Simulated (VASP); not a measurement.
Runs of VASP 6.6.1 on BaTe. The structure is that of space group Pm-3m (No. 221), or close to it. The cells are those of the table. 

```tsv
cell	gap on the mesh (eV)	pressure (GPa)
a = 4.219 Å, 2 atoms	0.81	-1.9
a = 4.175 Å, 2 atoms	0.74	(b)
a = 4.262 Å, 2 atoms	0.87	-2.8
a = 4.305 Å, 2 atoms	0.92	(a)
a = 4.346 Å, 2 atoms	0.97	-4.1
```

Alike in all rows: task single point; level LDA; potentials or basis VASP PAW LDA potentials, release 64 (Ba_sv, Te); no spin polarisation; k mesh 5 × 5 × 5; cutoff (eV) 500; smearing gaussian 0.01 eV.

**Question.** Fill in the values left out.

**Answer.** (a) -3.5; (b) -0.9.

Caveats: spin-orbit coupling is left out, which moves the levels of the heavy elements; an odd mesh through Γ misses points on the zone boundary, where band edges can lie; the cell stands under tension (at least some runs).

A k mesh can miss the band edges, and the runs leave out spin-orbit coupling on Ba, Te.
